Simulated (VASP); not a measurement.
# Ga (Pmmm) in VASP: notebook

Runs on Ga. Level: PBE. Tasks: single point, relaxation of cell and atoms.

Everything below comes from runs of VASP 6.6.1. Logs are shortened: lines on timing, memory, paths and dates and some standing lists are left out, and cuts for length are marked.

## Step 1: The cell of the first run

Symmetry: Pmmm, No. 47, orthorhombic system. The conventional cell has a = 2.401 Å, b = 2.470 Å, c = 3.237 Å, α = 90.00°, β = 90.00°, γ = 90.00°. Within 3.3 Å of Ga (site symmetry mmm) lie 6 Ga at 2.40 to 3.24 Å.

The cell was generated, and may not be a known phase.

## Step 2: Single point, PBE

The input, INCAR:

```
ALGO = Fast
EDIFF = 1E-6
ENCUT = 520
GGA = PE
ISIF = 2
ISMEAR = 0
LASPH = T
LCHARG = F
LREAL = F
LWAVE = F
NBANDS = 12
NELM = 100
PREC = Accurate
SIGMA = 0.1
```

The input, KPOINTS:

```
k-points
0
Gamma
  8 8 6
```

The input, POSCAR:

```
Ga
1.0
    2.4012601700      0.0000000000      0.0000000000
    0.0000000000      2.4700946400      0.0000000000
    0.0000000000      0.0000000000      3.2373371600
Ga
1
Direct
    0.5000000000      0.5000000000      0.5000000000
```

Potentials or basis: VASP PAW PBE potentials, release 64 (Ga_d).

Started as:

```sh
$ cat potpaw_PBE.64/Ga_d/POTCAR > POTCAR
$ mpirun -np 1 vasp_std > vasp.out
```

OUTCAR:

```text
EDIFF = 1E-6
   ENCUT = 520
   GGA = PE
   ISIF = 2
   ISMEAR = 0
   LASPH = T
   LREAL = F
   NELM = 100
   PREC = Accurate

 ion  position               nearest neighbor table
   1  0.500  0.500  0.500-

  LATTYP: Found a simple orthorhombic cell.
 ALAT       =     2.4012601700
 B/A-ratio  =     1.0286659775
 C/A-ratio  =     1.3481825920

  Lattice vectors:

 A1 = (   2.4012601700,   0.0000000000,   0.0000000000)
 A2 = (   0.0000000000,   2.4700946400,   0.0000000000)
 A3 = (   0.0000000000,   0.0000000000,   3.2373371600)

Analysis of symmetry for initial positions (statically):
=====================================================================
 Subroutine PRICEL returns:
 Original cell was already a primitive cell.

 Routine SETGRP: Setting up the symmetry group for a
 simple orthorhombic supercell.

 Subroutine GETGRP returns: Found  8 space group operations
 (whereof  8 operations were pure point group operations)
 out of a pool of  8 trial point group operations.

The static configuration has the point symmetry D_2h.

Analysis of symmetry for dynamics (positions and initial velocities):
=====================================================================
 Subroutine PRICEL returns:
 Original cell was already a primitive cell.

 Routine SETGRP: Setting up the symmetry group for a
 simple orthorhombic supercell.

 Subroutine GETGRP returns: Found  8 space group operations
 (whereof  8 operations were pure point group operations)
 out of a pool of  8 trial point group operations.

The dynamic configuration has the point symmetry D_2h.

 Subroutine INISYM returns: Found  8 space group operations
 (whereof  8 operations are pure point group operations),
 and found     1 'primitive' translations

----------------------------------------------------------------------------------------

                                     Primitive cell

  volume of cell :      19.2017

  direct lattice vectors                    reciprocal lattice vectors
     2.401260170  0.000000000  0.000000000     0.416448002  0.000000000  0.000000000
     0.000000000  2.470094640  0.000000000     0.000000000  0.404842788  0.000000000
     0.000000000  0.000000000  3.237337160     0.000000000  0.000000000  0.308895846

  length of vectors
     2.401260170  2.470094640  3.237337160     0.416448002  0.404842788  0.308895846

  position of ions in fractional coordinates (direct lattice)
     0.500000000  0.500000000  0.500000000

  ion indices of the primitive-cell ions
   primitive index   ion index
                 1           1

----------------------------------------------------------------------------------------

 KPOINTS: k-points

Automatic generation of k-mesh.
 Grid dimensions read from file:
 generate k-points for:    8    8    6

 Generating k-lattice:

  Cartesian coordinates                     Fractional coordinates (reciprocal lattice)
     0.052056000  0.000000000  0.000000000     0.125000000  0.000000000  0.000000000
     0.000000000  0.050605348  0.000000000     0.000000000  0.125000000  0.000000000
     0.000000000  0.000000000  0.051482641     0.000000000  0.000000000  0.166666667

  Length of vectors
     0.052056000  0.050605348  0.051482641

  Shift w.r.t. Gamma in fractional coordinates (k-lattice)
     0.000000000  0.000000000  0.000000000

 Subroutine IBZKPT returns following result:
 ===========================================

 Found    100 irreducible k-points:

 Following reciprocal coordinates:
            Coordinates               Weight
  0.000000  0.000000  0.000000      1.000000
  0.125000  0.000000  0.000000      2.000000
  0.250000  0.000000  0.000000      2.000000
  0.375000  0.000000  0.000000      2.000000
  0.500000  0.000000  0.000000      1.000000
  0.000000  0.125000  0.000000      2.000000
[... 16 lines left out ...]
  0.250000  0.500000  0.000000      2.000000
  0.375000  0.500000  0.000000      2.000000
 [... further k-points ...]
   k-points           NKPTS =    100   k-points in BZ     NKDIM =    100   number of bands    NBANDS=     12
   number of dos      NEDOS =    301   number of ions     NIONS =      1
   total plane-waves  NPLWV =   7776
   dimension x,y,z NGX =    18 NGY =   18 NGZ =   24
   dimension x,y,z NGXF=    36 NGYF=   36 NGZF=   48
   ions per type =               1
   NGX,Y,Z   is equivalent  to a cutoff of  12.46, 12.11, 12.32 a.u.
   NGXF,Y,Z  is equivalent  to a cutoff of  24.92, 24.23, 24.65 a.u.
 SYSTEM =  unknown system
   PREC   = accura    normal or accurate (medium, high low for compatibility)
   ISTART =      0    job   : 0-new  1-cont  2-samecut
   ICHARG =      2    charge: 1-file 2-atom 10-const
   ISPIN  =      1    spin polarized calculation?
   LNONCOLLINEAR =      F non collinear calculations
   LSORBIT =      F    spin-orbit coupling
   LASPH  =      T    aspherical Exc in radial PAW
   ENCUT  =  520.0 eV  38.22 Ry    6.18 a.u.   4.46  4.59  6.02*2*pi/ulx,y,z
   NELM   =    100;   NELMIN=  2; NELMDL= -5     # of ELM steps
   EDIFF  = 0.1E-05   stopping-criterion for ELM
   LREAL  =      F    real-space projection
   EDIFFG = 0.1E-04   stopping-criterion for IOM
   NSW    =      0    number of steps for IOM
   IBRION =     -1    ionic relax: 0-MD 1-quasi-New 2-CG
   NFREE  =      0    steps in history (QN), initial steepest desc. (CG)
   ISIF   =      2    stress and relaxation
   ISYM   =      2    0-nonsym 1-usesym 2-fastsym
   POTIM  = 0.5000    time-step for ionic-motion
   TEBEG  =    0.0;   TEEND  =   0.0 temperature during run
   PSTRESS=    0.0 pullay stress
   NELECT =      13.0000    total number of electrons
   NUPDOWN=      -1.0000    fix difference up-down
   EMIN   =  10.00;   EMAX   =-10.00  energy-range for DOS
   EFERMI =   0.00;   METHOD = LEGACY
   ISMEAR =     0;   SIGMA  =   0.10  broadening in eV -4-tet -1-fermi 0-gaus
   EFERMI_NEDOS =   21; number of points for ismear=-14 and -15
   IALGO  =     68    algorithm
   IMIX   =      4    mixing-type and parameters
     AMIX     =   0.40;   BMIX     =  1.00
     AMIX_MAG =   1.60;   BMIX_MAG =  1.00
  volume/ion in A,a.u.               =      19.20       129.58
  Fermi-wavevector in a.u.,A,eV,Ry     =   1.437504  2.716488 28.115317  2.066417
  Thomas-Fermi vector in A             =   2.556574
   LORBIT       =      0    0 simple, 1 ext, 2 COOP (PROOUT), +10 PAW based schemes
   GGA     = PE    functional components
   LHFCALC =     F    Hartree Fock is set to
   AEXX    =    0.0000 exact exchange contribution
   IVDW    =     0    specifies the selected vdW correction
   LEPSILON=     F    determine dielectric tensor
   LRPA    =     F    only Hartree local field effects (RPA)
 non-spin polarized calculation
 RMM-DIIS sequential band-by-band and
 Gauss-broadening in eV      SIGMA  =   0.10
  energy-cutoff  :      520.00
  volume of cell :       19.20
 maximum number of plane-waves:       530
 NGX is ok and might be reduce to    18
   NGX =  9   NGY =  9   NGZ = 13

 number of electron      13.0000009 magnetization

 Free energy of the ion-electron system (eV)
  ---------------------------------------------------
  ext. energy  EPLUGINS =         0.00000000
  ---------------------------------------------------
  free energy    TOTEN  =        -2.47600748 eV

  energy without entropy =       -2.47116517  energy(sigma->0) =       -2.47358633

 E-fermi :   5.3228     XC(G=0): -10.7374

 val. band max:        5.3152437589   @ k =   0.3750   0.1250   0.1667
 cond. band min:       5.3256630646   @ k =   0.2500   0.2500   0.3333
 fundamental gap:      0.0104193056
 Fermi energy:         5.3227855719

 k-point     1 :       0.0000    0.0000    0.0000
  band No.  band energies     occupation
      1     -10.5024      2.00000
      2     -10.2313      2.00000
      3      -9.6241      2.00000
      4      -9.5813      2.00000
      5      -9.4479      2.00000
      6      -5.9705      2.00000
      7       7.9974      0.00000
      8      11.9123      0.00000
      9      17.6475      0.00000
     10      19.1178      0.00000
     11      20.8429      0.00000
     12      24.0584      0.00000

 k-point     2 :       0.1250    0.0000    0.0000
  band No.  band energies     occupation
      1     -10.4122      2.00000
      2     -10.1703      2.00000
      3      -9.6481      2.00000
      4      -9.6184      2.00000
      5      -9.4980      2.00000
      6      -5.5800      2.00000
      7       8.4571      0.00000
      8      12.1853      0.00000
      9      14.6714      0.00000
     10      18.1249      0.00000
     11      21.9694      0.00000
     12      28.1166      0.00000

 k-point     3 :       0.2500    0.0000    0.0000
  band No.  band energies     occupation
      1     -10.2953      2.00000
      2      -9.9410      2.00000
      3      -9.8050      2.00000
      4      -9.6170      2.00000
      5      -9.6045      2.00000
      6      -4.3573      2.00000
      7       9.2284      0.00000
      8       9.7772      0.00000
      9      13.4615      0.00000
     10      19.5071      0.00000
     11      22.6951      0.00000
     12      24.1719      0.00000

 k-point     4 :       0.3750    0.0000    0.0000
  band No.  band energies     occupation
      1     -10.2349      2.00000
      2      -9.9561      2.00000
      3      -9.7338      2.00000
      4      -9.6807      2.00000
      5      -9.5906      2.00000
      6      -2.2296      2.00000
      7       4.6586      2.00000
      8      11.7376      0.00000
      9      15.2201      0.00000
     10      20.0030      0.00000
     11      21.1084      0.00000
     12      21.5982      0.00000

 k-point     5 :       0.5000    0.0000    0.0000
  band No.  band energies     occupation
      1     -10.2143      2.00000
      2     -10.0171      2.00000
      3      -9.7814      2.00000
      4      -9.5848      2.00000
      5      -9.5754      2.00000
      6       0.6705      2.00000
      7       0.9315      2.00000
      8      13.1931      0.00000
      9      17.3735      0.00000
     10      17.8178      0.00000
     11      18.2897      0.00000
     12      23.2307      0.00000
[... 228 lines left out ...]
      1     -10.3266      2.00000
      2      -9.9839      2.00000
      3      -9.7020      2.00000
      4      -9.6356      2.00000
      5      -9.5527      2.00000
      6       0.1041      2.00000
      7       0.7907      2.00000
      8      12.7087      0.00000
      9      17.1610      0.00000
     10      17.5804      0.00000
     11      17.8649      0.00000
     12      24.2434      0.00000

 k-point    22 :       0.1250    0.5000    0.0000
  band No.  band energies     occupation
      1     -10.1839      2.00000
      2      -9.9720      2.00000
      3      -9.7976      2.00000
      4      -9.6159      2.00000
      5      -9.6128      2.00000
      6       0.4502      2.00000
      7       1.2551      2.00000
      8      13.1848      0.00000
      9      17.5481      0.00000
     10      17.6758      0.00000
     11      17.9358      0.00000
     12      21.0078      0.00000

 k-point    23 :       0.2500    0.5000    0.0000
  band No.  band energies     occupation
      1     -10.0148      2.00000
      2      -9.9433      2.00000
      3      -9.8707      2.00000
      4      -9.7550      2.00000
      5      -9.5352      2.00000
      6       1.5287      2.00000
      7       2.5670      2.00000
      8      14.5111      0.00000
      9      14.5521      0.00000
     10      16.6968      0.00000
     11      19.0095      0.00000
     12      19.0098      0.00000

 k-point    24 :       0.3750    0.5000    0.0000
  band No.  band energies     occupation
      1     -10.2156      2.00000
      2      -9.9146      2.00000
      3      -9.8931      2.00000
      4      -9.6918      2.00000
      5      -9.3191      2.00000
      6       3.4111      2.00000
      7       4.4707      2.00000
      8      10.2142      0.00000
      9      12.7222      0.00000
     10      16.5777      0.00000
     11      20.8185      0.00000
     12      20.8924      0.00000

 [... further k-points ...]

------------------------ aborting loop because EDIFF is reached ----------------------------------------

  FORCE on cell =-STRESS in cart. coord.  units (eV):
  Direction    XX          YY          ZZ          XY          YZ          ZX
  --------------------------------------------------------------------------------------
  -------------------------------------------------------------------------------------
  Total        3.1434989      2.5309694     -1.0803854     -0.0000000      0.0000000      0.0000000
  in kB      262.2908603    211.1819228    -90.1464335     -0.0000000      0.0000000      0.0000000
  external PRESSURE =     127.7754499 kB  Pullay stress =       0.0000000 kB

 VOLUME and BASIS-vectors are now :
 -----------------------------------------------------------------------------
  energy-cutoff  :      520.00
  volume of cell :       19.20
      direct lattice vectors                 reciprocal lattice vectors
     2.401260170  0.000000000  0.000000000     0.416448002  0.000000000  0.000000000
     0.000000000  2.470094640  0.000000000     0.000000000  0.404842788  0.000000000
     0.000000000  0.000000000  3.237337160     0.000000000  0.000000000  0.308895846

 POSITION                                       TOTAL-FORCE (eV/Angst)
 -----------------------------------------------------------------------------------
      1.20063      1.23505      1.61867         0.000000      0.000000      0.000000
 -----------------------------------------------------------------------------------
    total drift:                                0.000000     -0.000000     -0.000000

  FREE ENERGIE OF THE ION-ELECTRON SYSTEM (eV)
  ---------------------------------------------------
  free  energy   TOTEN  =        -2.4760074837 eV

  energy  without entropy=       -2.4711651718  energy(sigma->0) =       -2.47358633
```

Run time: 14 s. Hardware: 1 thread of Intel Xeon 8259CL, shared host; peak memory 0.14 GiB.

What came out:

```yaml
Free_energy: -2.4760 eV
Pressure: 12.8 GPa
Band_gap_on_the_k_mesh: zero (an odd number of electrons rules out a gap without spin polarisation)
```

Stress tensor (GPa, compression positive):
```
26.23  0.00  0.00
 0.00 21.12  0.00
 0.00  0.00 -9.01
```

Levels at points of the mesh, in eV from the Fermi level:
| k point | band 5 | band 6 | band 7 | band 8 | band 9 | band 10 |
| --- | --- | --- | --- | --- | --- | --- |
| (0.00, 0.00, 0.00) | -14.77 | -11.29 | 2.67 | 6.59 | 12.32 | 13.80 |
| (0.50, 0.00, 0.00) | -14.90 | -4.65 | -4.39 | 7.87 | 12.05 | 12.50 |
| (0.00, 0.50, 0.00) | -14.88 | -5.22 | -4.53 | 7.39 | 11.84 | 12.26 |
| (0.50, 0.50, 0.00) | -14.51 | 0.16 | 0.51 | 1.95 | 5.33 | 12.75 |
| (0.00, 0.00, 0.50) | -14.77 | -9.28 | -4.79 | 13.80 | 15.30 | 17.35 |
| (0.50, 0.00, 0.50) | -14.78 | -2.93 | -2.50 | 0.58 | 4.10 | 19.52 |
| (0.00, 0.50, 0.50) | -14.83 | -3.10 | -3.04 | 0.14 | 3.83 | 20.55 |
| (0.50, 0.50, 0.50) | -14.51 | 1.50 | 1.88 | 4.91 | 5.46 | 7.33 |

Caveat: the stress differs along the axes, from -9 to 26 GPa.

## Step 3: Relaxation of cell and atoms, PBE

The input, INCAR:

```
PREC = Accurate ; ENCUT = 600
EDIFF = 1E-6 ; ISMEAR = 0
SIGMA = 0.1 ; LREAL = F
LASPH = T ; NELM = 80
ALGO = Normal ; ISIF = 3
LWAVE = F ; LCHARG = F
GGA = PE ; IBRION = 2
NSW = 90 ; EDIFFG = -0.04
```

The input, KPOINTS:

```
Automatic mesh
0
Gamma
  8 8 6
```

POSCAR is that of step 2.

Potentials or basis: VASP PAW PBE potentials, release 64 (Ga_d).

Started as:

```sh
$ cat potpaw_PBE.64/Ga_d/POTCAR > POTCAR
$ mpirun -np 1 vasp_std > vasp.out
```

It took 3.1 min on 1 thread of Intel Xeon 8259CL, shared host; peak memory 0.16 GiB.

The run converged. Its results:

| Item | Value |
| --- | --- |
| Free energy | -2.8240 eV |
| Relaxed volume | 20.53 Å³/atom |
| Relaxed cell | a = 2.794 Å, b = 2.785 Å, c = 2.638 Å, α = 90.00°, β = 90.00°, γ = 90.00° |
| Space group after relaxing (to 0.1 Å) | P4/mmm (No. 123) |
| Energy gained by relaxing | 348.2 meV/atom |
| Ionic steps | 21 |
| Pressure after relaxing | 0.0 GPa |
| Band gap on the k mesh | zero (an odd number of electrons rules out a gap without spin polarisation) |

Stress tensor (GPa, compression positive):
```
-0.22  0.00  0.00
 0.00  0.16  0.00
 0.00  0.00  0.03
```

The path:
| step | energy change (eV) | largest force (eV/Å) | pressure (GPa) | volume (Å³) |
| --- | --- | --- | --- | --- |
| 1 | 0.0000 | 0.0000 | 12.72 | 19.20 |
| 2 | -0.2646 | 0.0000 | -3.77 | 23.50 |
| 3 | -0.2757 | 0.0000 | -2.36 | 22.53 |
| 4 | -0.2977 | 0.0000 | -1.68 | 21.67 |
| 5 | -0.3130 | 0.0000 | -0.58 | 20.87 |
| 6 | -0.3343 | 0.0000 | 3.06 | 19.28 |
| 7 | -0.3332 | 0.0000 | 1.60 | 19.78 |
| 8 | -0.3352 | 0.0000 | 2.36 | 19.52 |
| 9 | -0.3399 | 0.0000 | 2.09 | 19.53 |
| 10 | -0.3400 | 0.0000 | 2.14 | 19.53 |
| 11 | -0.3461 | 0.0000 | 0.63 | 20.10 |
| 12 | -0.3469 | 0.0000 | -0.02 | 20.38 |
| 13 | -0.3469 | 0.0000 | -0.12 | 20.40 |
| 14 | -0.3472 | 0.0000 | 0.03 | 20.39 |
| 15 | -0.3477 | 0.0000 | 0.40 | 20.37 |
| 16 | -0.3479 | 0.0000 | 0.35 | 20.40 |
| 17 | -0.3480 | 0.0000 | 0.31 | 20.42 |
| 18 | -0.3480 | 0.0000 | 0.23 | 20.47 |
| 19 | -0.3480 | 0.0000 | 0.31 | 20.46 |
| 20 | -0.3481 | 0.0000 | 0.10 | 20.49 |
| 21 | -0.3482 | 0.0000 | -0.01 | 20.53 |

Final structure:
```cif
data_structure
_symmetry_space_group_name_H-M 'P 1'
_symmetry_Int_Tables_number 1
_cell_length_a 2.7942
_cell_length_b 2.7852
_cell_length_c 2.6382
_cell_angle_alpha 90.000
_cell_angle_beta 90.000
_cell_angle_gamma 90.000
_cell_volume 20.53
loop_
_atom_site_label
_atom_site_type_symbol
_atom_site_fract_x
_atom_site_fract_y
_atom_site_fract_z
_atom_site_occupancy
Ga1 Ga 0.50000 0.50000 0.50000 1
```

Levels at points of the mesh, in eV from the Fermi level:
| k point | band 3 | band 4 | band 5 | band 6 | band 7 | band 8 | band 9 | band 10 |
| --- | --- | --- | --- | --- | --- | --- | --- | --- |
| (0.00, 0.00, 0.00) | -14.67 | -14.63 | -14.63 | -10.46 | 7.96 | 8.08 | 10.25 | 11.06 |
| (0.50, 0.00, 0.00) | -14.78 | -14.73 | -14.62 | -6.54 | -4.08 | 11.12 | 13.33 | 15.14 |
| (0.00, 0.50, 0.00) | -14.78 | -14.73 | -14.62 | -6.49 | -4.08 | 11.04 | 13.38 | 15.10 |
| (0.50, 0.50, 0.00) | -14.72 | -14.72 | -14.55 | -2.44 | -0.95 | -0.91 | 3.96 | 16.52 |
| (0.00, 0.00, 0.50) | -14.81 | -14.75 | -14.65 | -5.61 | -3.96 | 11.80 | 11.92 | 15.18 |
| (0.50, 0.00, 0.50) | -14.79 | -14.75 | -14.49 | -1.48 | -0.89 | -0.22 | 4.29 | 15.02 |
| (0.00, 0.50, 0.50) | -14.80 | -14.76 | -14.49 | -1.42 | -0.86 | -0.22 | 4.31 | 14.94 |
| (0.50, 0.50, 0.50) | -14.93 | -14.54 | -14.47 | 2.04 | 2.77 | 2.81 | 3.46 | 7.96 |

Caveat: a cell axis changed by over 15 % at a fixed basis, so the end point is rough.

The gap in the log of VASP goes by the Fermi energy; the results here count the filled bands.